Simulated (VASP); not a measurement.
A run of VASP 6.6.1:

INCAR

```
SYSTEM = ZnO
PREC = Accurate
ENCUT = 600
EDIFF = 1E-6
ISMEAR = 0
SIGMA = 0.01
LREAL = .FALSE.
LASPH = .TRUE.
NELM = 100
ALGO = Normal
ISIF = 3
LWAVE = .FALSE.
LCHARG = .FALSE.
GGA = PE
IBRION = 2
NSW = 80
EDIFFG = -0.01
```

Contents of KPOINTS:

```
Automatic mesh
0
G
  12 12 6
  0 0 0
```

Contents of POSCAR:

```
ZnO
1.0
    3.2493080000      0.0000000000      0.0000000000
   -1.6246540000      2.8139832727      0.0000000000
    0.0000000000      0.0000000000      5.2057090000
Zn O
2 2
Direct
    0.3333333333      0.6666666667      0.5000000000
    0.6666666667      0.3333333333      0.0000000000
    0.6666666667      0.3333333333      0.3790100000
    0.3333333333      0.6666666667      0.8790100000
```

Potentials or basis: VASP PAW PBE potentials, release 64 (Zn, O).

Command:

```console
$ cat potpaw_PBE.64/Zn/POTCAR potpaw_PBE.64/O/POTCAR > POTCAR
$ mpirun -np 1 vasp_std > vasp.out
```

Hardware: 1 thread of Intel Xeon 8259CL (shared host).

How long does it take, and how much memory?

Wall time 9.2 min on 1 thread of Intel Xeon 8259CL, with other jobs on the host, peak memory 0.24 GiB. Counts: scf iterations 77, k points 76, ion steps 14.
